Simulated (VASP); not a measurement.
# SnTe2 (I4_1/amd) in VASP: a series of runs

The runs below take SnTe2 through single point, with PBEsol, r2SCAN+rVV10.

All numbers are computed with VASP 6.6.1; they aren't measurements. Logs are shortened: lines on timing, memory, paths and dates and some standing lists are left out, and cuts for length are marked.

## 1. The cell of the first run

The structure is tetragonal, space group I4_1/amd (No. 141). The conventional cell has a = 6.141 Å, b = 6.141 Å, c = 9.542 Å, α = 90.00°, β = 90.00°, γ = 90.00°. Sn (site symmetry -4m2) has 6 Te at 3.06 to 3.14 Å and 4 Sn at 3.89 Å within 4.0 Å. Te (site symmetry 2mm) has 3 Sn at 3.06 to 3.14 Å and 7 Te at 3.24 to 3.89 Å within 4.0 Å.

## 2. Single point, PBEsol

Input file INCAR:

```
PREC = Accurate ; ENCUT = 520
EDIFF = 1E-6 ; ISMEAR = -1
SIGMA = 0.03 ; LREAL = F
LASPH = T ; NELM = 60
ALGO = Normal ; ISIF = 2
LWAVE = F ; LCHARG = T
GGA = PS ; LELF = T
LVHAR = T ; NBANDS = 35
```

Input file KPOINTS:

```
regular mesh
0
Gamma
  6 6 6
```

Input file POSCAR:

```
SnTe2
1.0
   -3.0706227507      3.0706227507      4.7712229315
    3.0706227507     -3.0706227507      4.7712229315
    3.0706227507      3.0706227507     -4.7712229315
Sn Te
2 4
Direct
    0.7500000000      0.2500000000      0.5000000000
    0.0000000000      0.0000000000      0.0000000000
    0.4291316018     -0.0708683982      0.5000000000
    0.6791316018      0.6791316018      0.0000000000
    0.3208683982      0.3208683982      0.0000000000
    1.0708683982      0.5708683982      0.5000000000
```

Potentials or basis: VASP PAW PBE potentials, release 64 (Sn_d, Te).

The run is started by

```console
> cat potpaw_PBE.64/Sn_d/POTCAR potpaw_PBE.64/Te/POTCAR > POTCAR
> mpirun -np 1 vasp_std > vasp.out
```

OUTCAR:

```text
PREC = Accurate
   ENCUT = 520
   EDIFF = 1E-6
   ISMEAR = -1
   LREAL = F
   LASPH = T
   NELM = 60
   ISIF = 2
   GGA = PS

 ion  position               nearest neighbor table
   1  0.750  0.250  0.500-   3 3.06   6 3.06   4 3.14   5 3.14   5 3.14   4 3.14
   2  0.000  0.000  0.000-   4 3.06   5 3.06   6 3.14   3 3.14   6 3.14   3 3.14
   3  0.429  0.929  0.500-   1 3.06   2 3.14   2 3.14   5 3.24   5 3.24   6 3.42
   4  0.679  0.679  0.000-   2 3.06   1 3.14   1 3.14   6 3.24   6 3.24   5 3.42
   5  0.321  0.321  0.000-   2 3.06   1 3.14   1 3.14   3 3.24   3 3.24   4 3.42
   6  0.071  0.571  0.500-   1 3.06   2 3.14   2 3.14   4 3.24   4 3.24   3 3.42

  LATTYP: Found a body centered tetragonal cell.
 ALAT       =     6.1412455014
 C/A-ratio  =     1.5538290825

  Lattice vectors:

 A1 = (  -3.0706227507,   3.0706227507,   4.7712229315)
 A2 = (   3.0706227507,  -3.0706227507,   4.7712229315)
 A3 = (   3.0706227507,   3.0706227507,  -4.7712229315)

Analysis of symmetry for initial positions (statically):
=====================================================================
 Subroutine PRICEL returns:
 Original cell was already a primitive cell.

 Routine SETGRP: Setting up the symmetry group for a
 body centered tetragonal supercell.

 Subroutine GETGRP returns: Found 16 space group operations
 (whereof  8 operations were pure point group operations)
 out of a pool of 16 trial point group operations.

The static configuration has the point symmetry D_2d.
 The point group associated with its full space group is D_4h.

Analysis of symmetry for dynamics (positions and initial velocities):
=====================================================================
 Subroutine PRICEL returns:
 Original cell was already a primitive cell.

 Routine SETGRP: Setting up the symmetry group for a
 body centered tetragonal supercell.

 Subroutine GETGRP returns: Found 16 space group operations
 (whereof  8 operations were pure point group operations)
 out of a pool of 16 trial point group operations.

The dynamic configuration has the point symmetry D_2d.
 The point group associated with its full space group is D_4h.

 Subroutine INISYM returns: Found 16 space group operations
 (whereof  8 operations are pure point group operations),
 and found     1 'primitive' translations

----------------------------------------------------------------------------------------

                                     Primitive cell

  volume of cell :     179.9462

  direct lattice vectors                    reciprocal lattice vectors
    -3.070622751  3.070622751  4.771222931     0.000000000  0.162833419  0.104794936
     3.070622751 -3.070622751  4.771222931     0.162833419  0.000000000  0.104794936
     3.070622751  3.070622751 -4.771222931     0.162833419  0.162833419  0.000000000

  length of vectors
     6.451512723  6.451512723  6.451512723     0.193640649  0.193640649  0.230281229

  position of ions in fractional coordinates (direct lattice)
     0.750000000  0.250000000  0.500000000
     0.000000000  0.000000000  0.000000000
     0.429131602  0.929131602  0.500000000
     0.679131602  0.679131602  0.000000000
     0.320868398  0.320868398  0.000000000
     0.070868398  0.570868398  0.500000000

  ion indices of the primitive-cell ions
   primitive index   ion index
                 1           1
                 2           2
                 3           3
                 4           4
                 5           5
                 6           6

----------------------------------------------------------------------------------------

 KPOINTS: regular mesh

Automatic generation of k-mesh.
 Grid dimensions read from file:
 generate k-points for:    6    6    6

 Generating k-lattice:

  Cartesian coordinates                     Fractional coordinates (reciprocal lattice)
     0.000000000  0.027138903  0.017465823     0.166666667  0.000000000 -0.000000000
     0.027138903  0.000000000  0.017465823     0.000000000  0.166666667 -0.000000000
     0.027138903  0.027138903  0.000000000     0.000000000  0.000000000  0.166666667

  Length of vectors
     0.032273441  0.032273441  0.038380205

  Shift w.r.t. Gamma in fractional coordinates (k-lattice)
     0.000000000  0.000000000  0.000000000

 Subroutine IBZKPT returns following result:
 ===========================================

 Found     30 irreducible k-points:

 Following reciprocal coordinates:
            Coordinates               Weight
  0.000000  0.000000  0.000000      1.000000
  0.166667 -0.000000  0.000000      8.000000
  0.333333  0.000000 -0.000000      8.000000
  0.500000  0.000000  0.000000      4.000000
  0.166667  0.166667  0.000000      8.000000
  0.333333  0.166667  0.000000     16.000000
[... 16 lines left out ...]
 -0.333333 -0.333333  0.166667      8.000000
 -0.166667 -0.333333  0.166667      8.000000
 [... further k-points ...]
   k-points           NKPTS =     30   k-points in BZ     NKDIM =     30   number of bands    NBANDS=     35
   number of dos      NEDOS =    301   number of ions     NIONS =      6
   total plane-waves  NPLWV = 110592
   dimension x,y,z NGX =    48 NGY =   48 NGZ =   48
   dimension x,y,z NGXF=    96 NGYF=   96 NGZF=   96
   ions per type =               2   4
   NGX,Y,Z   is equivalent  to a cutoff of  12.37, 12.37, 12.37 a.u.
   NGXF,Y,Z  is equivalent  to a cutoff of  24.74, 24.74, 24.74 a.u.
 SYSTEM =  unknown system
   PREC   = accura    normal or accurate (medium, high low for compatibility)
   ISTART =      0    job   : 0-new  1-cont  2-samecut
   ICHARG =      2    charge: 1-file 2-atom 10-const
   ISPIN  =      1    spin polarized calculation?
   LNONCOLLINEAR =      F non collinear calculations
   LSORBIT =      F    spin-orbit coupling
   LASPH  =      T    aspherical Exc in radial PAW
   ENCUT  =  520.0 eV  38.22 Ry    6.18 a.u.  12.00 12.00 12.00*2*pi/ulx,y,z
   NELM   =     60;   NELMIN=  2; NELMDL= -5     # of ELM steps
   EDIFF  = 0.1E-05   stopping-criterion for ELM
   LREAL  =      F    real-space projection
   EDIFFG = 0.1E-04   stopping-criterion for IOM
   NSW    =      0    number of steps for IOM
   IBRION =     -1    ionic relax: 0-MD 1-quasi-New 2-CG
   NFREE  =      0    steps in history (QN), initial steepest desc. (CG)
   ISIF   =      2    stress and relaxation
   ISYM   =      2    0-nonsym 1-usesym 2-fastsym
   POTIM  = 0.5000    time-step for ionic-motion
   TEBEG  =    0.0;   TEEND  =   0.0 temperature during run
   PSTRESS=    0.0 pullay stress
   NELECT =      52.0000    total number of electrons
   NUPDOWN=      -1.0000    fix difference up-down
   EMIN   =  10.00;   EMAX   =-10.00  energy-range for DOS
   EFERMI =   0.00;   METHOD = LEGACY
   ISMEAR =    -1;   SIGMA  =   0.03  broadening in eV -4-tet -1-fermi 0-gaus
   EFERMI_NEDOS =   21; number of points for ismear=-14 and -15
   IALGO  =     38    algorithm
   IMIX   =      4    mixing-type and parameters
     AMIX     =   0.40;   BMIX     =  1.00
     AMIX_MAG =   1.60;   BMIX_MAG =  1.00
  volume/ion in A,a.u.               =      29.99       202.39
  Fermi-wavevector in a.u.,A,eV,Ry     =   1.082335  2.045317 15.938534  1.171449
  Thomas-Fermi vector in A             =   2.218374
   LORBIT       =      0    0 simple, 1 ext, 2 COOP (PROOUT), +10 PAW based schemes
   GGA     = PS    functional components
   LHFCALC =     F    Hartree Fock is set to
   AEXX    =    0.0000 exact exchange contribution
   IVDW    =     0    specifies the selected vdW correction
   LEPSILON=     F    determine dielectric tensor
   LRPA    =     F    only Hartree local field effects (RPA)
 non-spin polarized calculation
  energy-cutoff  :      520.00
  volume of cell :      179.95
 maximum number of plane-waves:      4874
   NGX = 23   NGY = 23   NGZ = 23

 number of electron      52.0000013 magnetization

 Free energy of the ion-electron system (eV)
  ---------------------------------------------------
  ext. energy  EPLUGINS =         0.00000000
  ---------------------------------------------------
  free energy    TOTEN  =       -23.02342301 eV

  energy without entropy =      -23.01617093  energy(sigma->0) =      -23.01979697

 E-fermi :   7.0029     XC(G=0):  -9.8843

 val. band max:        6.9734693812   @ k =   0.3333   0.1667   0.0000
 cond. band min:       7.0598372506   @ k =  -0.3333  -0.3333   0.3333
 fundamental gap:      0.0863678694
 Fermi energy:         7.0029032750

 k-point     1 :       0.0000    0.0000    0.0000
  band No.  band energies     occupation
      1     -14.4475      2.00000
      2     -14.4299      2.00000
      3     -14.4279      2.00000
      4     -14.4254      2.00000
      5     -14.4153      2.00000
      6     -14.4115      2.00000
[... 27 lines left out ...]
     34      11.8274      0.00000
     35      11.8723      0.00000

 k-point     2 :       0.1667   -0.0000    0.0000
  band No.  band energies     occupation
      1     -14.4471      2.00000
      2     -14.4318      2.00000
      3     -14.4274      2.00000
      4     -14.4237      2.00000
      5     -14.4161      2.00000
      6     -14.4118      2.00000
[... 27 lines left out ...]
     34      11.6554      0.00000
     35      11.8545      0.00000

 k-point     3 :       0.3333    0.0000   -0.0000
  band No.  band energies     occupation
      1     -14.4458      2.00000
      2     -14.4356      2.00000
      3     -14.4262      2.00000
      4     -14.4199      2.00000
      5     -14.4183      2.00000
      6     -14.4119      2.00000
[... 27 lines left out ...]
     34      10.9998      0.00000
     35      11.8396      0.00000
[... 723 lines left out ...]
 k-point    23 :      -0.3333   -0.3333    0.1667
  band No.  band energies     occupation
      1     -14.4457      2.00000
      2     -14.4384      2.00000
      3     -14.4245      2.00000
      4     -14.4194      2.00000
      5     -14.4156      2.00000
      6     -14.4120      2.00000
[... 27 lines left out ...]
     34      11.2306      0.00000
     35      11.6539      0.00000

 k-point    24 :      -0.1667   -0.3333    0.1667
  band No.  band energies     occupation
      1     -14.4469      2.00000
      2     -14.4354      2.00000
      3     -14.4258      2.00000
      4     -14.4189      2.00000
      5     -14.4179      2.00000
      6     -14.4128      2.00000
[... 27 lines left out ...]
     34      11.4805      0.00000
     35      12.1905      0.00000

 [... further k-points ...]
[... 5 lines left out ...]
  --------------------------------------------------------------------------------------
  -------------------------------------------------------------------------------------
  Total        0.0048058      0.0048058      0.0206164      0.0000000      0.0000000      0.0000000
  in kB        0.0427894      0.0427894      0.1835609      0.0000000      0.0000000      0.0000000
  external PRESSURE =       0.0897132 kB  Pullay stress =       0.0000000 kB

 VOLUME and BASIS-vectors are now :
 -----------------------------------------------------------------------------
  energy-cutoff  :      520.00
  volume of cell :      179.95
      direct lattice vectors                 reciprocal lattice vectors
    -3.070622751  3.070622751  4.771222931     0.000000000  0.162833419  0.104794936
     3.070622751 -3.070622751  4.771222931     0.162833419  0.000000000  0.104794936
     3.070622751  3.070622751 -4.771222931     0.162833419  0.162833419  0.000000000

 POSITION                                       TOTAL-FORCE (eV/Angst)
 -----------------------------------------------------------------------------------
      0.00000      3.07062      2.38561         0.000000      0.000000      0.000000
      0.00000      0.00000      0.00000         0.000000      0.000000      0.000000
      3.07062      0.00000      4.09497        -0.000000      0.000000     -0.006755
      0.00000      0.00000      6.48058         0.000000     -0.000000     -0.006755
      0.00000      0.00000      3.06187         0.000000     -0.000000      0.006755
      3.07062      0.00000      0.67626        -0.000000      0.000000      0.006755
 -----------------------------------------------------------------------------------
    total drift:                                0.000000     -0.000000      0.000000

  FREE ENERGIE OF THE ION-ELECTRON SYSTEM (eV)
  ---------------------------------------------------
  free  energy   TOTEN  =       -23.0234230101 eV

  energy  without entropy=      -23.0161709288  energy(sigma->0) =      -23.01979697
```

Wall time 2.2 min (1 thread of Intel Xeon 6975P-C (Granite Rapids), shared host); peak memory 0.39 GiB.

What came out:

```yaml
Free_energy: -23.0234 eV
Pressure: 0.0 GPa
Largest_force: 0.007 eV/Å
Band_gap_on_the_k_mesh: zero (band 26 reaches 8.26 eV, above the bottom of band 27 at 6.70 eV)
```

Forces on the atoms (eV/Å):
```
Sn   0.000  0.000  0.000
Sn   0.000  0.000  0.000
Te   0.000  0.000 -0.007
Te   0.000  0.000 -0.007
Te   0.000  0.000  0.007
Te   0.000  0.000  0.007
```

Levels at points of the mesh, in eV from the Fermi level:
```csv
k point,band 23,band 24,band 25,band 26,band 27,band 28,band 29,band 30
"(0.00, 0.00, 0.00)",-3.57,-3.57,-0.34,-0.16,1.52,1.52,2.34,3.79
"(0.50, 0.00, 0.00)",-1.98,-0.66,-0.45,0.25,0.49,0.73,1.41,1.85
"(0.50, 0.50, 0.00)",-0.84,-0.84,-0.63,-0.63,-0.11,-0.11,1.01,1.01
"(0.50, 0.50, 0.50)",-2.10,-2.10,-2.02,-2.02,0.96,0.96,2.62,2.62
```

Caveat: the PAW data sets were made with another functional, which shifts forces and pressure a little; spin-orbit coupling is left out, which moves the levels of the heavy elements.

## 3. Single point, r2SCAN+rVV10

This run uses another cell than the first one, of 30.81 Å³/atom, 1.027 times its volume.

Input file POSCAR:

```
SnTe2
1.0
   -3.0959595208      3.0959595208      4.8219926356
    3.0959595208     -3.0959595208      4.8219926356
    3.0959595208      3.0959595208     -4.8219926356
Sn Te
2 4
Direct
    0.7500000000      0.2500000000      0.5000000000
    0.0000000000      0.0000000000      0.0000000000
    0.4347151291     -0.0652848709      0.5000000000
    0.6847151291      0.6847151291      0.0000000000
    0.3152848709      0.3152848709      0.0000000000
    1.0652848709      0.5652848709      0.5000000000
```

Input file INCAR.step1:

```
SYSTEM = SnTe2
PREC = Accurate ; ENCUT = 520
ISMEAR = -1 ; SIGMA = 0.03
LREAL = .FALSE. ; LASPH = .TRUE.
NELM = 60 ; NBANDS = 35
GGA = PE ; ALGO = Normal
EDIFF = 1E-4 ; LWAVE = .TRUE.
LCHARG = .FALSE.
```

Input file INCAR.step2:

```
SYSTEM = SnTe2
PREC = Accurate ; ENCUT = 520
EDIFF = 1E-6 ; ISMEAR = -1
SIGMA = 0.03 ; LREAL = .FALSE.
LASPH = .TRUE. ; NELM = 60
ALGO = Normal ; ISIF = 2
LWAVE = .FALSE. ; LCHARG = .FALSE.
METAGGA = R2SCAN ; LMIXTAU = .TRUE.
LUSE_VDW = .TRUE. ; IVDW_NL = 2
BPARAM = 11.95 ; CPARAM = 0.0093
NBANDS = 35 ; ISTART = 1
```

Input file KPOINTS:

```
regular mesh
0
G
  6 6 6
  0 0 0
```

Potentials or basis: VASP PAW PBE potentials, release 64 (Sn_d, Te).

The run is started by

```console
> cat potpaw_PBE.64/Sn_d/POTCAR potpaw_PBE.64/Te/POTCAR > POTCAR
> cp INCAR.step1 INCAR
> mpirun -np 1 vasp_std > vasp.out
> cp INCAR.step2 INCAR
> mpirun -np 1 vasp_std > vasp.out
```

Wall time 11 min (1 thread of Intel Xeon 6975P-C (Granite Rapids), shared host); peak memory 0.84 GiB.

Results (log left out):

```
Free energy            : -149.9037 eV
Pressure               : 0.2 GPa
Largest force          : 0.013 eV/Å
Band gap on the k mesh : zero (band 26 reaches 7.80 eV, above the bottom of band 27 at 6.34 eV)
```

Forces on the atoms (eV/Å):
```
Sn   0.000  0.000  0.000
Sn   0.000  0.000  0.000
Te   0.000  0.000 -0.013
Te   0.000  0.000 -0.013
Te   0.000  0.000  0.013
Te   0.000  0.000  0.013
```

Levels at points of the mesh, in eV from the Fermi level:
| k point | band 22 | band 23 | band 24 | band 25 | band 26 | band 27 | band 28 | band 29 | band 30 | band 31 |
| --- | --- | --- | --- | --- | --- | --- | --- | --- | --- | --- |
| (0.00, 0.00, 0.00) | -3.77 | -3.77 | -3.45 | -0.58 | 0.00 | 1.33 | 1.33 | 2.80 | 4.19 | 4.19 |
| (0.50, 0.00, 0.00) | -2.08 | -2.00 | -0.85 | -0.52 | 0.27 | 0.50 | 0.66 | 1.57 | 1.99 | 2.66 |
| (0.50, 0.50, 0.00) | -1.91 | -0.78 | -0.78 | -0.64 | -0.64 | -0.13 | -0.13 | 1.13 | 1.13 | 1.41 |
| (0.50, 0.50, 0.50) | -2.68 | -2.33 | -2.33 | -1.93 | -1.93 | 0.81 | 0.81 | 3.01 | 3.01 | 4.03 |

Caveat: the PAW data sets were made with another functional, which shifts forces and pressure a little; spin-orbit coupling is left out, which moves the levels of the heavy elements.
